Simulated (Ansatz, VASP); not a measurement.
HfZrSe3 in VASP and in Ansatz

```xyz
5
Lattice="5.7806 0.0000 0.0000 -2.8903 5.0061 0.0000 0.0000 0.0000 5.3958" Properties=species:S:1:pos:R:3 pbc="T T T"
Zr    0.0000    0.0000    0.0000
Hf    0.0000    0.0000    2.6979
Se    2.8903    0.0000    2.6979
Se   -1.4451    2.5031    2.6979
Se    1.4451    2.5031    2.6979
```

Alike in both runs: functional PBE; k mesh 3 × 3 × 3; occupations gaussian, width 0.15 eV; no spin polarisation.

Ansatz relaxed the structure, and its values are those at the end. VASP's run is a single point on that final structure, the one shown.

|  | VASP | Ansatz |
| --- | --- | --- |
| version | VASP 6.6.1 | Ansatz 0.2.0 |
| potentials or method | VASP PAW PBE potentials, release 64 (Zr_sv, Hf_pv, Se), cutoff 500 eV | scalar-relativistic, plane waves, PAW |
| valence electrons in the cell | 40 | 86 |

```csv
,VASP,Ansatz,Ansatz less VASP
gap on the k mesh at the Fermi level (eV),none,none,-
pressure (GPa),-0.3,-0.2,+0.11
```

A gap of «none» marks a metal or a gap that the smearing closes. The functional is the same, so the differences come from potentials, cutoffs and numerics. VASP's potentials hold 40 valence electrons a cell and Ansatz's 86, so a difference there can come from the potentials and not from the codes.

The k mesh is coarse, so the values compare programs but aren't converged. Spin-orbit coupling is off throughout.
